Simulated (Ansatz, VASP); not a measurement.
**AlN in VASP and in Ansatz**

```xyz
4
Lattice="3.1999 0.0000 0.0000 -1.5999 2.6905 0.0000 0.0000 0.0000 4.9786" Properties=species:S:1:pos:R:3 pbc="T T T"
Al    0.0000    1.7896   -0.0222
Al    1.5999    0.9009    2.4671
N     0.0000    1.7789    1.8892
N     1.5999    0.9116    4.3785
```

Change from the starting cell: uniaxial_x strain +3.0%.

Alike in both runs: task single point; functional r2SCAN; k mesh 12 × 12 × 6; no spin polarisation.

|  | VASP | Ansatz |
| --- | --- | --- |
| version | VASP 6.6.1 | Ansatz 0.2.0 |
| potentials or method | VASP PAW PBE potentials, release 64 (Al, N) | plane waves, PAW |
| plane-wave cutoff (eV) | 520 | 500 |
| occupations | gaussian, width 0.01 eV | fixed |
| valence electrons in the cell | 16 | 16 |

VASP gave:

| Item | Value |
| --- | --- |
| gap on the k mesh at the Fermi level (eV) | 4.57 |
| pressure (GPa) | -6.5 |
| traceless stress, the component that is largest in VASP (GPa) | -5.36 |

Q: Estimate Ansatz's values.

A: gap on the k mesh at the Fermi level (eV): 4.53; pressure (GPa): -6.1; traceless stress, the component that is largest in VASP (GPa): -5.30.

VASP's potentials were made for PBE, not for r2SCAN.
